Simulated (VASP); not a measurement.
Input of a VASP 6.6.1 run:

INCAR

```
SYSTEM = Sr2TeO
PREC = Accurate ; ENCUT = 520
EDIFF = 1E-7 ; ISMEAR = 0
SIGMA = 0.01 ; LREAL = .False.
LASPH = .True. ; NELM = 80
ALGO = Normal ; ISIF = 2
LWAVE = .False. ; LCHARG = .True.
GGA = PE ; LELF = .True.
LVHAR = .True. ; NBANDS = 24
```

Contents of KPOINTS:

```
Automatic mesh
0
Gamma
  6 6 6
  0 0 0
```

File POSCAR:

```
Sr2TeO
1.0
    2.0960283870      1.2101425535      7.1639453968
   -2.0960283870      1.2101425535      7.1639453968
    0.0000000000     -2.4202851070      7.1639453968
O Te Sr
1 1 2
Direct
    1.0000000000      0.0000000000      0.0000000000
    0.5000000000      0.5000000000      0.5000000000
    0.2676818666      0.2676818666      0.2676818666
    0.7323181334      0.7323181334      0.7323181334
```

Potentials or basis: VASP PAW PBE potentials, release 64 (O, Te, Sr_sv).

Run with:

```sh
$ cat potpaw_PBE.64/O/POTCAR potpaw_PBE.64/Te/POTCAR potpaw_PBE.64/Sr_sv/POTCAR > POTCAR
$ mpirun -np 1 vasp_std > vasp.out
```

Q: Predict the band gap on the k mesh.

A: 1.02 eV, direct.

Q: What does it give for the largest force?

A: 0.068 eV/Å.

Q: What does it give for the pressure?

A: -1.2 GPa.

Forces in eV/Å, atoms in the order of the input:
```
O    0.000  0.000  0.000
Te   0.000  0.000  0.000
Sr   0.000  0.000 -0.068
Sr   0.000  0.000  0.068
```

Caveat: spin-orbit coupling is left out, which moves the levels of the heavy elements. A k mesh can miss the band edges.
